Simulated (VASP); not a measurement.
Set up this calculation in VASP 6.6.1, as the native input.

```yaml
Task: single point
Functional: PBEsol
Potentials_or_basis: VASP PAW PBE potentials, release 64 (Ta_pv)
Cutoff: 520 eV
k_mesh: 22 × 22 × 22
Occupations: gaussian, width 0.15 eV
Spin: no spin polarisation
Dipole_correction: no
Further_INCAR_settings: ALGO = Fast; EDIFF = 1e-06; NBANDS = 12
```

The structure of Ta lies in POSCAR:

```
Ta
1.0
   -1.4586283002      1.4586283002      1.8251815920
    1.4586283002     -1.4586283002      1.8251815920
    1.4586283002      1.4586283002     -1.8251815920
Ta
1
Direct
    0.0000000000      0.0000000000      0.0000000000
```

These files were run (other wordings do the same):

INCAR

```
SYSTEM = Ta
ALGO = Fast
EDIFF = 1E-6
ENCUT = 520
GGA = PS
ISIF = 2
ISMEAR = 0
LASPH = .TRUE.
LCHARG = .TRUE.
LELF = .TRUE.
LREAL = .FALSE.
LVHAR = .TRUE.
LWAVE = .FALSE.
NBANDS = 12
NELM = 60
PREC = Accurate
SIGMA = 0.15
```

KPOINTS

```
k-points
0
G
  22 22 22
  0 0 0
```

Potentials or basis: VASP PAW PBE potentials, release 64 (Ta_pv).

The run is started by

```sh
$ cat potpaw_PBE.64/Ta_pv/POTCAR > POTCAR
$ mpirun -np 1 vasp_std > vasp.out
```

It gave:

* Pressure: 39.9 GPa
* Band gap on the k mesh: zero (an odd number of electrons rules out a gap without spin polarisation)

Caveat: the stress differs along the axes, from 22 to 49 GPa; the PAW data sets were made with another functional, which shifts forces and pressure a little; spin-orbit coupling is left out, which moves the levels of the heavy elements.

Wall time 2.3 min on 1 thread of Intel Xeon 8259CL, with other jobs on the host, peak memory 0.26 GiB.
